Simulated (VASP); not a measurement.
## Ti: single point with LDA

Crystal: Ti.

```
Ti
1.0
     2.50574    0.00000    0.00000
    -1.25287    2.17004    0.00000
     0.00000    0.00000    4.26584
Ti
2
Cartesian
  0.0000 1.4467 1.0665
  1.2529 0.7233 3.1994
```

```yaml
Program: VASP 6.6.1
Task: single point
Functional: LDA
Potentials_or_basis: VASP PAW LDA potentials, release 64 (Ti_sv)
Cutoff: 520 eV
k_mesh: 15 × 15 × 8
Occupations: fermi-dirac, width 0.05 eV
Spin: no spin polarisation
```

| Quantity | Value |
| --- | --- |
| Pressure | 67.3 GPa |
| Band gap on the k mesh | zero (bands 12 and 13 overlap by 1.34 eV) |

Stress tensor (GPa, compression positive):
```
67.41  0.00  0.00
 0.00 67.41  0.00
 0.00  0.00 66.98
```

Levels at points of the mesh, in eV from the Fermi level:
| k point | band 9 | band 10 | band 11 | band 12 | band 13 | band 14 | band 15 | band 16 |
| --- | --- | --- | --- | --- | --- | --- | --- | --- |
| (0.00, 0.00, 0.00) | -6.59 | -3.65 | 0.38 | 0.99 | 0.99 | 1.67 | 1.67 | 1.99 |
| (0.00, 0.00, 0.50) | -4.34 | -4.34 | -0.29 | -0.29 | 0.98 | 0.98 | 0.98 | 0.98 |

It took 50 s on 1 thread of Intel Xeon 8259CL, with other jobs on the host, peak memory 0.16 GiB.

Caveat: the cell stands under pressure.
